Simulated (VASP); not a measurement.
Wanted: the native input for a VASP 6.6.1 run.

```
Task                   : single point
Functional             : PBE
Potentials or basis    : VASP PAW PBE potentials, release 64 (Mg, O)
Cutoff                 : 520 eV
k mesh                 : 4 × 4 × 4
Occupations            : gaussian, width 0.1 eV
Spin                   : no spin polarisation
Dipole correction      : no
Further INCAR settings : ALGO = Normal; EDIFF = 1e-07; NBANDS = 26
```

The structure of MgO lies in POSCAR:

```
MgO
1.0
    2.1268086537      2.1268086537      0.0000000000
    2.1268086537     -2.1268086537      4.2536173074
    2.1268086537     -2.1268086537     -4.2536173074
Mg O
4 4
Direct
    0.0000000000      0.0000000000      0.0000000000
    0.5000000000      0.5000000000      0.0000000000
    0.5000000000      1.0000000000      0.5000000000
    0.0000000000      0.5000000000      0.5000000000
    0.0000000000      0.2500000000      0.7500000000
    0.5000000000      0.7500000000      0.7500000000
    0.5000000000      0.2500000000      0.2500000000
    0.0000000000      0.7500000000      0.2500000000
```

These files were run (other wordings do the same):

INCAR

```
ALGO = Normal
EDIFF = 1E-7
ENCUT = 520
GGA = PE
ISIF = 2
ISMEAR = 0
LASPH = T
LCHARG = F
LREAL = F
LWAVE = F
NBANDS = 26
NELM = 60
PREC = Accurate
SIGMA = 0.1
```

KPOINTS

```
k-points
0
Gamma
  4 4 4
```

Potentials or basis: VASP PAW PBE potentials, release 64 (Mg, O).

Run with:

```sh
$ cat potpaw_PBE.64/Mg/POTCAR potpaw_PBE.64/O/POTCAR > POTCAR
$ mpirun -np 1 vasp_std > vasp.out
```

It gave:

| Quantity | Value |
| --- | --- |
| Pressure | -0.7 GPa |
| Band gap on the k mesh | 4.44 eV |

Caveat: the k points lie up to 0.52 Å⁻¹ apart.

Run time: 30 s on 1 thread of Intel(R) Xeon(R) Platinum 8259CL CPU @ 2.50GHz (Skylake/Cascade Lake), with other jobs on the host, peak memory 0.2 GiB.
